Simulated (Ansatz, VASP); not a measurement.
# Two plane-wave programs on Ge

The input INCAR:

```
SYSTEM = Ge
PREC = Accurate
ENCUT = 500
EDIFF = 1E-7
ISMEAR = 0
SIGMA = 0.15
LREAL = .FALSE.
LASPH = .TRUE.
NELM = 120
ALGO = Normal
ISIF = 3
LWAVE = .FALSE.
LCHARG = .FALSE.
GGA = PE
IBRION = 2
NSW = 80
EDIFFG = -0.01
GGA_COMPAT = .FALSE.
NELMIN = 4
```

File KPOINTS:

```
regular mesh
0
G
  18 18 16
  0 0 0
```

The input POSCAR:

```
Ge
1.0
    1.3971490000     -2.6005160000      0.0000000000
    1.3971490000      2.6005160000      0.0000000000
    0.0000000000      0.0000000000      2.6982310000
Ge
1
Direct
    0.5000000000      0.5000000000      0.0000000000
```

Input for Ansatz:

```yaml
crystal:
  lattice:
    - [1.397149, -2.600516, 0.0]
    - [1.397149, 2.600516, 0.0]
    - [0.0, 0.0, 2.698231]
  atoms:
    - { symbol: Ge, position: [0.5, 0.5, 0.0] }
basis:
  ecutwfc: 517.016338673772
kpoints:
  mp_grid:
    grid: [18, 18, 16]
hamiltonian:
  xc: pbe
scf:
  occupations:
    method: gaussian
    width: 0.15
relax:
  cell: {}
```

Alike in both runs: task relaxation of cell and atoms; functional PBE; k mesh 18 × 18 × 16; occupations gaussian, width 0.15 eV; no spin polarisation.

|  | VASP | Ansatz |
| --- | --- | --- |
| version | VASP 6.6.1 | Ansatz 0.2.0 |
| potentials or method | VASP PAW PBE potentials, release 64 (Ge_d), cutoff 500 eV | plane waves, PAW |
| valence electrons in the cell | 14 | 14 |

|  | VASP | Ansatz | Ansatz less VASP |
| --- | --- | --- | --- |
| relaxed volume (Å³/atom) | 19.35 | 19.36 | +0.006 |
| relaxed length of the cell vector where the two differ most in proportion (Å) | 2.888 | 2.880 | -0.0080 |
